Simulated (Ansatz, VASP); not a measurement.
# Two plane-wave programs on Mo

```
Mo
1.0
     2.61714    1.51101    9.12836
    -2.61714    1.51101    9.12836
     0.00000   -3.02201    9.12836
Mo
12
Direct
  0.04527 0.54798 0.04527
  0.04527 0.04527 0.54798
  0.54798 0.04527 0.04527
  0.95473 0.45202 0.95473
  0.45202 0.95473 0.95473
  0.95473 0.95473 0.45202
  0.20849 0.70447 0.20849
  0.20849 0.20849 0.70447
  0.70447 0.20849 0.20849
  0.79151 0.29553 0.79151
  0.29553 0.79151 0.79151
  0.79151 0.79151 0.29553
```

Alike in both runs: functional PBEsol; k mesh 3 × 3 × 3; occupations gaussian, width 0.1 eV; no spin polarisation.

Ansatz relaxed the structure, and its values are those at the end. VASP's run is a single point on that final structure, the one shown.

|  | VASP | Ansatz |
| --- | --- | --- |
| version | VASP 6.6.1 | Ansatz 0.2.0 |
| potentials or method | VASP PAW PBE potentials, release 64 (Mo_sv), cutoff 520 eV | scalar-relativistic, plane waves, PAW |
| valence electrons in the cell | 168 | 168 |

VASP gave:

```
gap on the k mesh at the Fermi level (eV) : none
pressure (GPa)                            : 0.8
rms of the force components (eV/Å)        : 0.014
```

Question: Estimate Ansatz's values.

Answer: gap on the k mesh at the Fermi level (eV): none; pressure (GPa): 0.4; rms of the force components (eV/Å): 0.014.

VASP's potentials were made for PBE, not for PBEsol. A gap of «none» marks a metal or a gap that the smearing closes.

The k mesh is coarse, so the values compare programs but aren't converged.
